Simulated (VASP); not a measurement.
Here is a VASP 6.6.1 calculation.

The input INCAR:

```
SYSTEM = Ba3Re
ALGO     = Fast           ! electronic algorithm
EDIFF    = 1E-6           ! SCF threshold, eV
ENCUT    = 520            ! plane-wave cutoff, eV
GGA      = PE             ! functional
ISIF     = 2              ! what is computed and relaxed
ISMEAR   = 0              ! smearing method
LASPH    = .TRUE.         ! aspherical terms in the spheres
LCHARG   = .FALSE.        ! write CHGCAR
LREAL    = .FALSE.        ! projectors in reciprocal space
LWAVE    = .FALSE.        ! write WAVECAR
NBANDS   = 26             ! bands
NELM     = 100            ! most SCF steps
PREC     = Accurate       ! precision mode
SIGMA    = 0.1            ! smearing width, eV
```

Contents of KPOINTS:

```
k-points
0
G
  10 10 10
  0 0 0
```

POSCAR

```
Ba3Re
1.0
    5.1876873016      0.0000000000      0.0000000000
    0.0000000000      5.1876873016      0.0000000000
    0.0000000000      0.0000000000      5.1876873016
Ba Re
3 1
Direct
    0.0000000000      0.5000000000      0.5000000000
    0.5000000000      0.0000000000      0.5000000000
    0.5000000000      0.5000000000      0.0000000000
    0.0000000000      0.0000000000      0.0000000000
```

Potentials or basis: VASP PAW PBE potentials, release 64 (Ba_sv, Re).

Launch:

```bash
$ cat potpaw_PBE.64/Ba_sv/POTCAR potpaw_PBE.64/Re/POTCAR > POTCAR
$ mpirun -np 1 vasp_std > vasp.out
```

Question: Estimate the band gap on the k mesh.

Answer: Zero (an odd number of electrons rules out a gap without spin polarisation).

Question: Estimate the pressure.

Answer: 0.9 GPa.

Caveat: spin-orbit coupling is left out, which moves the levels of the heavy elements.
